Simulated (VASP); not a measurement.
# CuO (P6_3mc) in VASP: notebook

CuO is run at these levels: LDA, PBE; tasks: density of states, electric field gradients.

All numbers are computed with VASP 6.6.1; they aren't measurements. Logs are shortened: lines on timing, memory, paths and dates and some standing lists are left out, and cuts for length are marked.

## Step 1: The cell of the first run

The structure is hexagonal, space group P6_3mc (No. 186). Conventional cell: a = 3.288 Å, b = 3.288 Å, c = 5.385 Å, α = 90.00°, β = 90.00°, γ = 120.00°. Within 2.7 Å of Cu (site symmetry 3m) lie 4 O at 2.01 to 2.02 Å. O (site symmetry 3m) has 4 Cu at 2.01 to 2.02 Å within 2.7 Å.

## Step 2: Density of states, LDA

POSCAR

```
CuO
1.0
    3.2880244300      0.0000000000      0.0000000000
   -1.6440122100      2.8475126800      0.0000000000
    0.0000000000      0.0000000000      5.3850248600
Cu O
2 2
Direct
    0.6666666667      0.3333333333      0.0000000000
    0.3333333333      0.6666666667      0.5000000000
    0.6666666667      0.3333333333      0.6252000000
    0.3333333333      0.6666666667      0.1252000000
```

INCAR.step1

```
PREC = Accurate
ENCUT = 520
EDIFF = 1E-6
ISMEAR = -1
SIGMA = 0.05
LREAL = F
LASPH = T
NELM = 60
ALGO = Normal
ISIF = 2
LWAVE = F
LCHARG = T
LMAXMIX = 4
GGA = CA
NBANDS = 25
```

KPOINTS.step1

```
regular mesh
0
Gamma
  9 9 5
```

INCAR.step2

```
PREC = Accurate
ENCUT = 520
EDIFF = 1E-6
ISMEAR = -5
SIGMA = 0.05
LREAL = F
LASPH = T
NELM = 60
ALGO = Normal
ISIF = 2
LWAVE = F
LCHARG = F
LMAXMIX = 4
GGA = CA
LORBIT = 11
NEDOS = 2001
ICHARG = 11
```

KPOINTS.step2

```
regular mesh
0
Gamma
  14 14 8
```

Potentials or basis: VASP PAW LDA potentials, release 64 (Cu, O).

On the command line:

```sh
$ cat potpaw_LDA.64/Cu/POTCAR potpaw_LDA.64/O/POTCAR > POTCAR
$ cp INCAR.step1 INCAR
$ cp KPOINTS.step1 KPOINTS
$ mpirun -np 1 vasp_std > vasp.out
$ cp INCAR.step2 INCAR
$ cp KPOINTS.step2 KPOINTS
$ mpirun -np 1 vasp_std > vasp.out
```

OUTCAR:

```text
PREC = Accurate
   ENCUT = 520
   EDIFF = 1E-6
   ISMEAR = -5
   LREAL = F
   LASPH = T
   NELM = 60
   ISIF = 2
   GGA = CA
   LORBIT = 11
   ICHARG = 11

 ion  position               nearest neighbor table
   1  0.667  0.333  0.000-   4 2.01   4 2.01   4 2.01   3 2.02
   2  0.333  0.667  0.500-   3 2.01   3 2.01   3 2.01   4 2.02
   3  0.667  0.333  0.625-   2 2.01   2 2.01   2 2.01   1 2.02
   4  0.333  0.667  0.125-   1 2.01   1 2.01   1 2.01   2 2.02

  LATTYP: Found a hexagonal cell.
 ALAT       =     3.2880244300
 C/A-ratio  =     1.6377691148

  Lattice vectors:

 A1 = (   3.2880244300,   0.0000000000,   0.0000000000)
 A2 = (  -1.6440122100,   2.8475126800,   0.0000000000)
 A3 = (   0.0000000000,   0.0000000000,   5.3850248600)

Analysis of symmetry for initial positions (statically):
=====================================================================
 Subroutine PRICEL returns:
 Original cell was already a primitive cell.

 Routine SETGRP: Setting up the symmetry group for a
 hexagonal supercell.

 Subroutine GETGRP returns: Found 12 space group operations
 (whereof  6 operations were pure point group operations)
 out of a pool of 24 trial point group operations.

The static configuration has the point symmetry C_3v.
 The point group associated with its full space group is C_6v.

Analysis of symmetry for dynamics (positions and initial velocities):
=====================================================================
 Subroutine PRICEL returns:
 Original cell was already a primitive cell.

 Routine SETGRP: Setting up the symmetry group for a
 hexagonal supercell.

 Subroutine GETGRP returns: Found 12 space group operations
 (whereof  6 operations were pure point group operations)
 out of a pool of 24 trial point group operations.

The dynamic configuration has the point symmetry C_3v.
 The point group associated with its full space group is C_6v.

 Subroutine INISYM returns: Found 12 space group operations
 (whereof  6 operations are pure point group operations),
 and found     1 'primitive' translations

----------------------------------------------------------------------------------------

                                     Primitive cell

  volume of cell :      50.4183

  direct lattice vectors                    reciprocal lattice vectors
     3.288024430  0.000000000  0.000000000     0.304133993  0.175591843  0.000000000
    -1.644012210  2.847512680  0.000000000     0.000000000  0.351183686  0.000000000
     0.000000000  0.000000000  5.385024860     0.000000000  0.000000000  0.185700164

  length of vectors
     3.288024430  3.288024423  5.385024860     0.351183686  0.351183686  0.185700164

  position of ions in fractional coordinates (direct lattice)
     0.666666667  0.333333333  0.000000000
     0.333333333  0.666666667  0.500000000
     0.666666667  0.333333333  0.625200000
     0.333333333  0.666666667  0.125200000

  ion indices of the primitive-cell ions
   primitive index   ion index
                 1           1
                 2           2
                 3           3
                 4           4

----------------------------------------------------------------------------------------

 KPOINTS: regular mesh

Automatic generation of k-mesh.
 Grid dimensions read from file:
 generate k-points for:   14   14    8

 Generating k-lattice:

  Cartesian coordinates                     Fractional coordinates (reciprocal lattice)
     0.021723857  0.012542274  0.000000000     0.071428571  0.000000000  0.000000000
     0.000000000  0.025084549  0.000000000     0.000000000  0.071428571  0.000000000
     0.000000000  0.000000000  0.023212521     0.000000000  0.000000000  0.125000000

  Length of vectors
     0.025084549  0.025084549  0.023212521

  Shift w.r.t. Gamma in fractional coordinates (k-lattice)
     0.000000000  0.000000000  0.000000000

 TETIRR: Found   1624 inequivalent tetrahedra from     9408

 Subroutine IBZKPT returns following result:
 ===========================================

 Found    120 irreducible k-points:

 Following reciprocal coordinates:
            Coordinates               Weight
  0.000000  0.000000  0.000000      1.000000
  0.071429 -0.000000  0.000000      6.000000
  0.142857  0.000000  0.000000      6.000000
  0.214286 -0.000000  0.000000      6.000000
  0.285714 -0.000000  0.000000      6.000000
  0.357143 -0.000000  0.000000      6.000000
[... 16 lines left out ...]
  0.285714  0.285714  0.000000      6.000000
  0.357143  0.285714  0.000000      6.000000
 [... further k-points ...]
   k-points           NKPTS =    120   k-points in BZ     NKDIM =    120   number of bands    NBANDS=     21
   number of dos      NEDOS =   2001   number of ions     NIONS =      4
   total plane-waves  NPLWV =  23040
   dimension x,y,z NGX =    24 NGY =   24 NGZ =   40
   dimension x,y,z NGXF=    48 NGYF=   48 NGZF=   80
   ions per type =               2   2
   NGX,Y,Z   is equivalent  to a cutoff of  12.13, 12.13, 12.35 a.u.
   NGXF,Y,Z  is equivalent  to a cutoff of  24.27, 24.27, 24.70 a.u.
 SYSTEM =  unknown system
   PREC   = accura    normal or accurate (medium, high low for compatibility)
   ISTART =      0    job   : 0-new  1-cont  2-samecut
   ICHARG =     11    charge: 1-file 2-atom 10-const
   ISPIN  =      1    spin polarized calculation?
   LNONCOLLINEAR =      F non collinear calculations
   LSORBIT =      F    spin-orbit coupling
   LASPH  =      T    aspherical Exc in radial PAW
   ENCUT  =  520.0 eV  38.22 Ry    6.18 a.u.   6.11  6.11 10.01*2*pi/ulx,y,z
   NELM   =     60;   NELMIN=  2; NELMDL=  0     # of ELM steps
   EDIFF  = 0.1E-05   stopping-criterion for ELM
   LREAL  =      F    real-space projection
   EDIFFG = 0.1E-04   stopping-criterion for IOM
   NSW    =      0    number of steps for IOM
   IBRION =     -1    ionic relax: 0-MD 1-quasi-New 2-CG
   NFREE  =      0    steps in history (QN), initial steepest desc. (CG)
   ISIF   =      2    stress and relaxation
   ISYM   =      2    0-nonsym 1-usesym 2-fastsym
   POTIM  = 0.5000    time-step for ionic-motion
   TEBEG  =    0.0;   TEEND  =   0.0 temperature during run
   PSTRESS=    0.0 pullay stress
   NELECT =      34.0000    total number of electrons
   NUPDOWN=      -1.0000    fix difference up-down
   EMIN   =  10.00;   EMAX   =-10.00  energy-range for DOS
   EFERMI =   0.00;   METHOD = LEGACY
   ISMEAR =    -5;   SIGMA  =   0.05  broadening in eV -4-tet -1-fermi 0-gaus
   EFERMI_NEDOS =   21; number of points for ismear=-14 and -15
   IALGO  =     38    algorithm
   IMIX   =      4    mixing-type and parameters
     AMIX     =   0.40;   BMIX     =  1.00
     AMIX_MAG =   1.60;   BMIX_MAG =  1.00
  volume/ion in A,a.u.               =      12.60        85.06
  Fermi-wavevector in a.u.,A,eV,Ry     =   1.435616  2.712921 28.041522  2.060994
  Thomas-Fermi vector in A             =   2.554895
   LORBIT       =     11    0 simple, 1 ext, 2 COOP (PROOUT), +10 PAW based schemes
   GGA     = CA    functional components
   LHFCALC =     F    Hartree Fock is set to
   AEXX    =    0.0000 exact exchange contribution
   IVDW    =     0    specifies the selected vdW correction
   LEPSILON=     F    determine dielectric tensor
   LRPA    =     F    only Hartree local field effects (RPA)
 non-spin polarized calculation
 Fermi weights with tetrahedron method with Bloechl corrections
  energy-cutoff  :      520.00
  volume of cell :       50.42
 maximum number of plane-waves:      1376

 number of electron      34.0000003 magnetization

 Free energy of the ion-electron system (eV)
  ---------------------------------------------------
  ext. energy  EPLUGINS =         0.00000000
  ---------------------------------------------------
  free energy    TOTEN  =       -22.08066442 eV

  energy without entropy =      -22.08066442  energy(sigma->0) =      -22.08066442

 E-fermi :   2.6966     XC(G=0): -11.1225

 val. band max:        2.7317466270   @ k =   0.0000   0.0000   0.0000
 cond. band min:       2.6654812461   @ k =   0.1429   0.1429   0.5000
 fundamental gap:     -0.0662653809
 Fermi energy:         2.6966150145

 k-point     1 :       0.0000    0.0000    0.0000
  band No.  band energies     occupation
      1     -15.2306      2.00000
      2     -14.6503      2.00000
      3      -2.6946      2.00000
      4      -1.6285      2.00000
      5      -1.6284      2.00000
      6      -1.6130      2.00000
[... 13 lines left out ...]
     20       8.2803      0.00000
     21      10.3333      0.00000

 k-point     2 :       0.0714   -0.0000    0.0000
  band No.  band energies     occupation
      1     -15.2066      2.00000
      2     -14.6389      2.00000
      3      -2.6476      2.00000
      4      -1.7012      2.00000
      5      -1.6154      2.00000
      6      -1.5965      2.00000
[... 13 lines left out ...]
     20       8.4699      0.00000
     21      10.3531      0.00000

 k-point     3 :       0.1429    0.0000    0.0000
  band No.  band energies     occupation
      1     -15.1376      2.00000
      2     -14.6078      2.00000
      3      -2.5146      2.00000
      4      -1.8784      2.00000
      5      -1.5905      2.00000
      6      -1.5790      2.00000
[... 13 lines left out ...]
     20       8.9675      0.00000
     21      10.4150      0.00000
[... 457 lines left out ...]
 k-point    23 :       0.2857    0.2857    0.0000
  band No.  band energies     occupation
      1     -14.5880      2.00000
      2     -14.4844      2.00000
      3      -2.1103      2.00000
      4      -1.9694      2.00000
      5      -1.6031      2.00000
      6      -1.5958      2.00000
[... 13 lines left out ...]
     20      10.5056      0.00000
     21      10.9334      0.00000

 k-point    24 :       0.3571    0.2857    0.0000
  band No.  band energies     occupation
      1     -14.5468      2.00000
      2     -14.5019      2.00000
      3      -1.9630      2.00000
      4      -1.9452      2.00000
      5      -1.7186      2.00000
      6      -1.6308      2.00000
[... 13 lines left out ...]
     20      10.3670      0.00000
     21      10.5586      0.00000

 [... further k-points ...]
[... 5 lines left out ...]
  --------------------------------------------------------------------------------------
  -------------------------------------------------------------------------------------
  Total       -6.1201013     -6.1201013     -5.7724782     -0.0000000     -0.0000000      0.0000000
  in kB     -194.4826132   -194.4826126   -183.4359560     -0.0000003     -0.0000000      0.0000000
  external PRESSURE =    -190.8003939 kB  Pullay stress =       0.0000000 kB

 VOLUME and BASIS-vectors are now :
 -----------------------------------------------------------------------------
  energy-cutoff  :      520.00
  volume of cell :       50.42
      direct lattice vectors                 reciprocal lattice vectors
     3.288024430  0.000000000  0.000000000     0.304133993  0.175591843  0.000000000
    -1.644012210  2.847512680  0.000000000     0.000000000  0.351183686  0.000000000
     0.000000000  0.000000000  5.385024860     0.000000000  0.000000000  0.185700164

 POSITION                                       TOTAL-FORCE (eV/Angst)
 -----------------------------------------------------------------------------------
      1.64401      0.94917      0.00000         0.000000      0.000000     -0.074340
      0.00000      1.89834      2.69251        -0.000000     -0.000000     -0.074340
      1.64401      0.94917      3.36672         0.000000     -0.000000      0.074340
      0.00000      1.89834      0.67421         0.000000     -0.000000      0.074340
 -----------------------------------------------------------------------------------
    total drift:                               -0.000000     -0.000001     -0.000476

  FREE ENERGIE OF THE ION-ELECTRON SYSTEM (eV)
  ---------------------------------------------------
  free  energy   TOTEN  =       -22.0806644192 eV

  energy  without entropy=      -22.0806644192  energy(sigma->0) =      -22.08066442

 total charge

# of ion       s       p       d       tot
------------------------------------------
    1        0.337   0.345   9.107   9.789
    2        0.337   0.345   9.107   9.789
    3        1.552   3.311   0.000   4.863
    4        1.552   3.311   0.000   4.863
--------------------------------------------------
tot          3.778   7.313  18.214  29.304
```

Wall time 36 s (1 thread of Intel Xeon 6975P-C (Granite Rapids), shared host); peak memory 0.22 GiB.

What came out:

```
Valence electrons inside the program's atomic spheres : Cu 9.79; O 4.86
```

Caveat: semilocal functionals often make such compounds metallic where correlation or magnetic order opens a gap, which also shifts bond lengths; tetrahedron occupations give inexact forces and stress in metals.

(Continued in part 2 of 2.)
